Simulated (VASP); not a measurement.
Input of a VASP 6.6.1 run:

The input INCAR:

```
ALGO = Normal ; EDIFF = 1E-6
ENCUT = 500 ; GGA = PS
GGA_COMPAT = False ; ISIF = 2
ISMEAR = 0 ; LASPH = True
LCHARG = False ; LREAL = False
LWAVE = False ; NBANDS = 21
NELM = 120 ; PREC = Accurate
SIGMA = 0.1
```

Contents of KPOINTS:

```
k-points
0
Gamma
  6 6 6
```

File POSCAR:

```
Ru
1.0
    0.0000000000      2.6950962373      2.6950962373
    2.6950962373      0.0000000000      2.6950962373
    2.6950962373      2.6950962373      0.0000000000
Ru
2
Direct
    0.5000000000      0.5000000000      0.5000000000
    0.7500000000      0.7500000000      0.7500000000
```

Potentials or basis: VASP PAW PBE potentials, release 64 (Ru_pv).

Launch:

```console
$ cat potpaw_PBE.64/Ru_pv/POTCAR > POTCAR
$ mpirun -np 1 vasp_std > vasp.out
```

Task: Estimate the band gap on the k mesh.

Result: Zero (band 14 reaches 7.56 eV, above the bottom of band 15 at 6.78 eV).

Task: Estimate the pressure.

Result: 0.3 GPa.

Caveat: the PAW data sets were made with another functional, which shifts forces and pressure a little.
